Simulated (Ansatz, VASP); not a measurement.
One calculation of Sn, two programs

```
Sn
1.0
     3.32468    0.00000    0.00000
    -1.66234    2.87926    0.00000
     0.00000    0.00000    5.64228
Sn
2
Direct
  0.33333 0.66667 0.25000
  0.66667 0.33333 0.75000
```

Alike in both runs: functional r2SCAN; k mesh 21 × 21 × 10; occupations gaussian, width 0.1 eV; no spin polarisation.

Ansatz relaxed the structure, and its values are those at the end. VASP's run is a single point on that final structure, the one shown.

```csv
,VASP,Ansatz
version,VASP 6.6.1,Ansatz 0.2.0
potentials or method,"VASP PAW PBE potentials, release 64 (Sn_d), cutoff 520 eV","scalar-relativistic, plane waves, PAW"
valence electrons in the cell,28,28
```

|  | VASP | Ansatz | Ansatz less VASP |
| --- | --- | --- | --- |
| gap on the k mesh at the Fermi level (eV) | none | none | - |
| pressure (GPa) | 0.0 | 0.0 | +0.04 |

VASP's potentials were made for PBE, not for r2SCAN. A gap of «none» marks a metal or a gap that the smearing closes. The functional is the same, so the differences come from potentials, cutoffs and numerics.
